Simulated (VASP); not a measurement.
# BN (R3m) in VASP: notebook

The runs below take BN through single point, with PBE+D3(BJ).

Everything below comes from runs of VASP 6.6.1. Logs are shortened: lines on timing, memory, paths and dates and some standing lists are left out, and cuts for length are marked.

### Step 1. The cell of the first run

It takes space group R3m (No. 160, trigonal). Conventional cell: a = 2.506 Å, b = 2.506 Å, c = 9.094 Å, α = 90.00°, β = 90.00°, γ = 120.00°. Within 1.9 Å of B (site symmetry 3m) lie 3 N at 1.45 Å. N (site symmetry 3m) has 3 B at 1.45 Å within 1.9 Å.

### Step 2. Single point, PBE+D3(BJ) (strain +0.000 along x and y, -0.080 along z)

The input, INCAR:

```
PREC = Accurate
ENCUT = 520
EDIFF = 1E-7
ISMEAR = 0
SIGMA = 0.05
LREAL = False
LASPH = True
NELM = 80
ALGO = Normal
ISIF = 2
LWAVE = False
LCHARG = False
GGA = PE
IVDW = 12
NBANDS = 11
```

The input, KPOINTS:

```
Automatic mesh
0
Gamma
  12 12 12
```

The input, POSCAR:

```
BN
1.0
    1.2530568997      0.7234527383      3.0312937698
   -1.2530568997      0.7234527383      3.0312937698
    0.0000000000     -1.4469054767      3.0312937698
B N
1 1
Direct
    0.9996975446      0.9996975446      0.9996975446
    0.3327354554      0.3327354554      0.3327354554
```

Potentials or basis: VASP PAW PBE potentials, release 64 (B, N).

Started as:

```console
cat potpaw_PBE.64/B/POTCAR potpaw_PBE.64/N/POTCAR > POTCAR
mpirun -np 1 vasp_std > vasp.out
```

OUTCAR:

```text
PREC = Accurate
   ENCUT = 520
   EDIFF = 1E-7
   ISMEAR = 0
   LREAL = False
   LASPH = True
   NELM = 80
   ISIF = 2
   GGA = PE
   IVDW = 12
 IVDW          = 12

 ion  position               nearest neighbor table
   1  1.000  1.000  1.000-   2 1.45   2 1.45   2 1.45
   2  0.333  0.333  0.333-   1 1.45   1 1.45   1 1.45

  LATTYP: Found a trigonal (rhomboedric) cell.
 ALAT       =     3.3589101472
 COS(alpha) =     0.7216605227

  Lattice vectors:

 A1 = (   1.2530568997,   0.7234527383,   3.0312937698)
 A2 = (  -1.2530568997,   0.7234527383,   3.0312937698)
 A3 = (   0.0000000000,  -1.4469054767,   3.0312937698)

Analysis of symmetry for initial positions (statically):
=====================================================================
 Subroutine PRICEL returns:
 Original cell was already a primitive cell.

 Routine SETGRP: Setting up the symmetry group for a
 trigonal (rhombohedral) supercell.

 Subroutine GETGRP returns: Found  6 space group operations
 (whereof  6 operations were pure point group operations)
 out of a pool of 12 trial point group operations.

The static configuration has the point symmetry C_3v.

Analysis of symmetry for dynamics (positions and initial velocities):
=====================================================================
 Subroutine PRICEL returns:
 Original cell was already a primitive cell.

 Routine SETGRP: Setting up the symmetry group for a
 trigonal (rhombohedral) supercell.

 Subroutine GETGRP returns: Found  6 space group operations
 (whereof  6 operations were pure point group operations)
 out of a pool of 12 trial point group operations.

The dynamic configuration has the point symmetry C_3v.

 Subroutine INISYM returns: Found  6 space group operations
 (whereof  6 operations are pure point group operations),
 and found     1 'primitive' translations

----------------------------------------------------------------------------------------

                                     Primitive cell

  volume of cell :      16.4877

  direct lattice vectors                    reciprocal lattice vectors
     1.253056900  0.723452738  3.031293770     0.399024178  0.230376717  0.109964048
    -1.253056900  0.723452738  3.031293770    -0.399024178  0.230376717  0.109964048
     0.000000000 -1.446905477  3.031293770     0.000000000 -0.460753434  0.109964048

  length of vectors
     3.358910147  3.358910147  3.358910147     0.473693802  0.473693802  0.473693803

  position of ions in fractional coordinates (direct lattice)
     0.999697545  0.999697545  0.999697545
     0.332735455  0.332735455  0.332735455

  ion indices of the primitive-cell ions
   primitive index   ion index
                 1           1
[... 85 lines left out ...]
   NUPDOWN=      -1.0000    fix difference up-down
   EMIN   =  10.00;   EMAX   =-10.00  energy-range for DOS
   EFERMI =   0.00;   METHOD = LEGACY
   ISMEAR =     0;   SIGMA  =   0.05  broadening in eV -4-tet -1-fermi 0-gaus
   EFERMI_NEDOS =   21; number of points for ismear=-14 and -15
   IALGO  =     38    algorithm
   IMIX   =      4    mixing-type and parameters
     AMIX     =   0.40;   BMIX     =  1.00
     AMIX_MAG =   1.60;   BMIX_MAG =  1.00
  volume/ion in A,a.u.               =       8.24        55.63
  Fermi-wavevector in a.u.,A,eV,Ry     =   1.286426  2.430992 22.516164  1.654891
  Thomas-Fermi vector in A             =   2.418501
   LORBIT       =      0    0 simple, 1 ext, 2 COOP (PROOUT), +10 PAW based schemes
   GGA     = PE    functional components
   LHFCALC =     F    Hartree Fock is set to
   AEXX    =    0.0000 exact exchange contribution
   IVDW    =    12    specifies the selected vdW correction
   LEPSILON=     F    determine dielectric tensor
   LRPA    =     F    only Hartree local field effects (RPA)
 non-spin polarized calculation
 Gauss-broadening in eV      SIGMA  =   0.05
  energy-cutoff  :      520.00
  volume of cell :       16.49
 maximum number of plane-waves:       456
 NGX is ok and might be reduce to    28
   NGX = 13   NGY = 13   NGZ = 13

 number of electron       8.0000000 magnetization

 Free energy of the ion-electron system (eV)
  ---------------------------------------------------
  ext. energy  EPLUGINS =         0.00000000
  ---------------------------------------------------
  free energy    TOTEN  =       -17.52991466 eV

  energy without entropy =      -17.52991466  energy(sigma->0) =      -17.52991466

 E-fermi :   3.3889     XC(G=0): -10.6790

 val. band max:        3.0885572181   @ k =  -0.3333   0.2500   0.0000
 cond. band min:       7.0372462433   @ k =   0.5000   0.5000   0.0000
 fundamental gap:      3.9486890252
 Fermi energy:         3.3889355347

 k-point     1 :       0.0000    0.0000    0.0000
  band No.  band energies     occupation
      1     -14.8930      2.00000
      2      -0.4299      2.00000
      3       1.7434      2.00000
      4       1.7434      2.00000
      5       8.9464      0.00000
      6      14.6928      0.00000
      7      14.6928      0.00000
      8      16.2407      0.00000
      9      18.3069      0.00000
     10      29.1248      0.00000
     11      31.6028      0.00000
[... 309 lines left out ...]
 k-point    24 :      -0.4167    0.1667   -0.0000
  band No.  band energies     occupation
      1     -11.3446      2.00000
      2      -5.6322      2.00000
      3      -2.3414      2.00000
      4       2.8218      2.00000
      5       8.3118      0.00000
      6      14.6504      0.00000
      7      16.9904      0.00000
      8      17.9039      0.00000
      9      21.9271      0.00000
     10      24.4868      0.00000
     11      27.3059      0.00000

 [... further k-points ...]

------------------------ aborting loop because EDIFF is reached ----------------------------------------

 Edisp (eV)   -0.31435

 E8    (eV) :    -0.0930

  FORCE on cell =-STRESS in cart. coord.  units (eV):
  Direction    XX          YY          ZZ          XY          YZ          ZX
  --------------------------------------------------------------------------------------
  -------------------------------------------------------------------------------------
  Total      -0.00620    -0.00620     0.39477     0.00000    -0.00000     0.00000
  in kB      -0.60252    -0.60252    38.36169     0.00000    -0.00000     0.00000
  external pressure =       12.39 kB  Pullay stress =        0.00 kB

 VOLUME and BASIS-vectors are now :
 -----------------------------------------------------------------------------
  energy-cutoff  :      520.00
  volume of cell :       16.49
      direct lattice vectors                 reciprocal lattice vectors
     1.253056900  0.723452738  3.031293770     0.399024178  0.230376717  0.109964048
    -1.253056900  0.723452738  3.031293770    -0.399024178  0.230376717  0.109964048
     0.000000000 -1.446905477  3.031293770     0.000000000 -0.460753434  0.109964048

 POSITION                                       TOTAL-FORCE (eV/Angst)
 -----------------------------------------------------------------------------------
      0.00000     -0.00000      9.09113         0.000000     -0.000000      0.058198
      0.00000     -0.00000      3.02586         0.000000      0.000000     -0.058198
 -----------------------------------------------------------------------------------
    total drift:                               -0.000000     -0.000000     -0.000014

  FREE ENERGIE OF THE ION-ELECTRON SYSTEM (eV)
  ---------------------------------------------------
  free  energy   TOTEN  =       -17.8442622147 eV

  energy  without entropy=      -17.8442622147  energy(sigma->0) =      -17.84426221
```

stdout:

```text
POSCAR found type information on POSCAR B N
 POSCAR found :  2 types and       2 ions
 scaLAPACK will be used
 LDA part: xc-table for (Slater+PW92), standard interpolation
 POSCAR, INCAR and KPOINTS ok, starting setup
 FFT: planning ... GRIDC
 FFT: planning ... GRID_SOFT
 FFT: planning ... GRID
 WAVECAR not read
 entering main loop
```

Run time: 23 s. Hardware: 1 thread of Intel Xeon 6975P-C (Granite Rapids), shared host; peak memory 0.18 GiB.

Results:

```yaml
Free_energy: -17.8443 eV
Pressure: 1.2 GPa
Largest_force: 0.058 eV/Å
Band_gap_on_the_k_mesh: 3.95 eV, indirect (least direct gap 4.73 eV)
Dispersion_energy_per_atom: -0.157 eV
```

Forces in eV/Å, atoms in the order of the input:
```
B    0.000  0.000  0.058
N    0.000  0.000 -0.058
```

Levels at points of the mesh, in eV from the valence-band top:
| k point | band 1 | band 2 | band 3 | band 4 | band 5 | band 6 | band 7 | band 8 |
| --- | --- | --- | --- | --- | --- | --- | --- | --- |
| (0.00, 0.00, 0.00) | -17.98 | -3.52 | -1.35 | -1.35 | 5.86 | 11.60 | 11.60 | 13.15 |
| (0.50, 0.00, 0.00) | -14.70 | -9.07 | -4.09 | -0.45 | 5.39 | 10.05 | 13.56 | 16.15 |
| (0.50, 0.50, 0.00) | -14.54 | -8.81 | -4.24 | -1.46 | 3.95 | 9.67 | 15.05 | 19.17 |
| (0.50, 0.50, 0.50) | -17.42 | -6.71 | -1.39 | -1.39 | 11.13 | 11.44 | 11.44 | 12.59 |

Caveat: the cell differs from its parent crystal (strain +0.000 along x and y, -0.080 along z).

### Step 3. Single point, PBE+D3(BJ) (strain -0.040 along x and y, +0.040 along z)

The input, INCAR:

```
PREC = Accurate
ENCUT = 520
EDIFF = 1E-6
ISMEAR = 0
SIGMA = 0.05
LREAL = False
LASPH = True
NELM = 80
ALGO = Normal
ISIF = 2
LWAVE = False
LCHARG = True
GGA = PE
IVDW = 12
LELF = True
LVHAR = True
NBANDS = 11
```

KPOINTS is that of step 2.

The input, POSCAR:

```
BN
1.0
    1.2029346237      0.6945146288      3.4266799137
   -1.2029346237      0.6945146288      3.4266799137
    0.0000000000     -1.3890292576      3.4266799137
B N
1 1
Direct
    0.9996975446      0.9996975446      0.9996975446
    0.3327354554      0.3327354554      0.3327354554
```

Potentials or basis: VASP PAW PBE potentials, release 64 (B, N).

Started as:

```console
cat potpaw_PBE.64/B/POTCAR potpaw_PBE.64/N/POTCAR > POTCAR
mpirun -np 1 vasp_std > vasp.out
```

Run time: 24 s. Hardware: 1 thread of Intel Xeon 6975P-C (Granite Rapids), shared host; peak memory 0.18 GiB.

The run converged. Its results:

```yaml
Free_energy: -17.6365 eV
Pressure: 34.0 GPa
Largest_force: 0.018 eV/Å
Band_gap_on_the_k_mesh: 4.53 eV, indirect (least direct gap 4.99 eV)
Dispersion_energy_per_atom: -0.147 eV
```

Forces in eV/Å, atoms in the order of the input:
```
B    0.000  0.000 -0.018
N    0.000  0.000  0.018
```

Stress tensor (GPa, compression positive):
```
51.74  0.00  0.00
 0.00 51.74  0.00
 0.00  0.00 -1.46
```

Levels at points of the mesh, in eV from the valence-band top:
```tsv
k point	band 1	band 2	band 3	band 4	band 5	band 6	band 7	band 8	band 9
(0.00, 0.00, 0.00)	-18.49	-4.96	-1.15	-1.15	5.00	12.68	12.68	14.52	16.81
(0.50, 0.00, 0.00)	-14.95	-9.40	-4.27	-0.77	5.49	11.04	13.60	15.32	20.70
(0.50, 0.50, 0.00)	-14.90	-9.30	-4.31	-1.26	4.53	11.20	14.76	17.87	21.13
(0.50, 0.50, 0.50)	-18.27	-6.69	-1.16	-1.16	10.16	12.62	12.62	13.89	17.12
```

Caveat: the cell differs from its parent crystal (strain -0.040 along x and y, +0.040 along z). A k mesh can miss the band edges.

### Step 4. Single point, PBE+D3(BJ) (strain +0.000 along x and y, -0.040 along z)

The input, INCAR:

```
SYSTEM = BN
PREC = Accurate
ENCUT = 520
EDIFF = 1E-7
ISMEAR = 0
SIGMA = 0.05
LREAL = .False.
LASPH = .True.
NELM = 100
ALGO = Normal
ISIF = 2
LWAVE = .False.
LCHARG = .True.
GGA = PE
IVDW = 12
LELF = .True.
LVHAR = .True.
NBANDS = 11
```

The input, KPOINTS:

```
regular mesh
0
Gamma
  12 12 12
  0 0 0
```

The input, POSCAR:

```
BN
1.0
    1.2530568997      0.7234527383      3.1630891511
   -1.2530568997      0.7234527383      3.1630891511
    0.0000000000     -1.4469054767      3.1630891511
B N
1 1
Direct
    0.9996975446      0.9996975446      0.9996975446
    0.3327354554      0.3327354554      0.3327354554
```

Started as:

```console
cat potpaw_PBE.64/B/POTCAR potpaw_PBE.64/N/POTCAR > POTCAR
mpirun -np 1 vasp_std > vasp.out
```

It took 26 s on 1 thread of Intel Xeon 6975P-C (Granite Rapids), shared host; peak memory 0.18 GiB.

The run converged. Its results:

```yaml
Free_energy: -17.8563 eV
Pressure: 0.5 GPa
Largest_force: 0.023 eV/Å
Band_gap_on_the_k_mesh: 4.10 eV, indirect (least direct gap 4.71 eV)
Dispersion_energy_per_atom: -0.149 eV
```

Forces on the atoms (eV/Å):
```
B    0.000  0.000  0.023
N    0.000  0.000 -0.023
```

Stress tensor (GPa, compression positive):
```
0.05 0.00 0.00
0.00 0.05 0.00
0.00 0.00 1.39
```

Levels at points of the mesh, in eV from the valence-band top:
| k point | band 1 | band 2 | band 3 | band 4 | band 5 | band 6 | band 7 | band 8 |
| --- | --- | --- | --- | --- | --- | --- | --- | --- |
| (0.00, 0.00, 0.00) | -17.85 | -3.78 | -1.30 | -1.30 | 5.56 | 11.64 | 11.64 | 13.16 |
| (0.50, 0.00, 0.00) | -14.62 | -8.98 | -4.06 | -0.50 | 5.36 | 9.99 | 13.36 | 15.67 |
| (0.50, 0.50, 0.00) | -14.51 | -8.78 | -4.16 | -1.31 | 4.10 | 9.78 | 14.71 | 18.52 |
| (0.50, 0.50, 0.50) | -17.44 | -6.43 | -1.34 | -1.34 | 10.77 | 11.52 | 11.52 | 12.48 |

Caveat: the cell differs from its parent crystal (strain +0.000 along x and y, -0.040 along z). A k mesh can miss the band edges.

### Step 5. Single point, PBE+D3(BJ) (strain -0.040 along x and y, +0.080 along z)

The input, INCAR:

```
SYSTEM = BN
ALGO = Normal
EDIFF = 1E-6
ENCUT = 520
GGA = PE
ISIF = 2
ISMEAR = 0
IVDW = 12
LASPH = .TRUE.
LCHARG = .FALSE.
LREAL = .FALSE.
LWAVE = .FALSE.
NBANDS = 11
NELM = 100
PREC = Accurate
SIGMA = 0.05
```

The input, KPOINTS:

```
k-points
0
G
  12 12 12
  0 0 0
```

The input, POSCAR:

```
BN
1.0
    1.2029346237      0.6945146288      3.5584752950
   -1.2029346237      0.6945146288      3.5584752950
    0.0000000000     -1.3890292576      3.5584752950
B N
1 1
Direct
    0.9996975446      0.9996975446      0.9996975446
    0.3327354554      0.3327354554      0.3327354554
```

Started as:

```console
cat potpaw_PBE.64/B/POTCAR potpaw_PBE.64/N/POTCAR > POTCAR
mpirun -np 1 vasp_std > vasp.out
```

Run time: 22 s. Hardware: 1 thread of Intel Xeon 6975P-C (Granite Rapids), shared host; peak memory 0.18 GiB.

The run converged. Its results:

* Free energy: -17.6301 eV
* Pressure: 32.6 GPa
* Largest force: 0.026 eV/Å
* Band gap on the k mesh: 4.60 eV, indirect (least direct gap 4.99 eV)
* Dispersion energy per atom: -0.140 eV

Forces in eV/Å, atoms in the order of the input:
```
B    0.000  0.000 -0.026
N    0.000  0.000  0.026
```

Stress tensor (GPa, compression positive):
```
49.93  0.00  0.00
 0.00 49.93  0.00
 0.00  0.00 -1.98
```

Levels at points of the mesh, in eV from the valence-band top:
| k point | band 1 | band 2 | band 3 | band 4 | band 5 | band 6 | band 7 | band 8 |
| --- | --- | --- | --- | --- | --- | --- | --- | --- |
| (0.00, 0.00, 0.00) | -18.47 | -5.14 | -1.16 | -1.16 | 4.80 | 12.66 | 12.66 | 14.39 |
| (0.50, 0.00, 0.00) | -14.95 | -9.40 | -4.28 | -0.83 | 5.42 | 10.97 | 13.42 | 14.99 |
| (0.50, 0.50, 0.00) | -14.91 | -9.32 | -4.31 | -1.22 | 4.60 | 11.20 | 14.51 | 17.29 |
| (0.50, 0.50, 0.50) | -18.31 | -6.56 | -1.17 | -1.17 | 9.62 | 12.62 | 12.62 | 13.39 |

Caveat: the cell differs from its parent crystal (strain -0.040 along x and y, +0.080 along z). A k mesh can miss the band edges.

### Step 6. Summary

| cell | gap on the mesh (eV) | pressure (GPa) | largest force (eV/Å) |
| --- | --- | --- | --- |
| a = 3.359 Å, angles 43.8°, 2 atoms | 3.95 | 1.2 | 0.06 |
| a = 3.698 Å, angles 38.0°, 2 atoms | 4.53 | 34.0 | 0.02 |
| a = 3.478 Å, angles 42.2°, 2 atoms | 4.10 | 0.5 | 0.02 |
| a = 3.820 Å, angles 36.7°, 2 atoms | 4.60 | 32.6 | 0.03 |

Alike in all rows: task single point; level PBE+D3(BJ); potentials or basis VASP PAW PBE potentials, release 64 (B, N); no spin polarisation; k mesh 12 × 12 × 12; cutoff (eV) 520; smearing gaussian 0.05 eV.

Absolute energies hang on the potentials; compare differences alone.
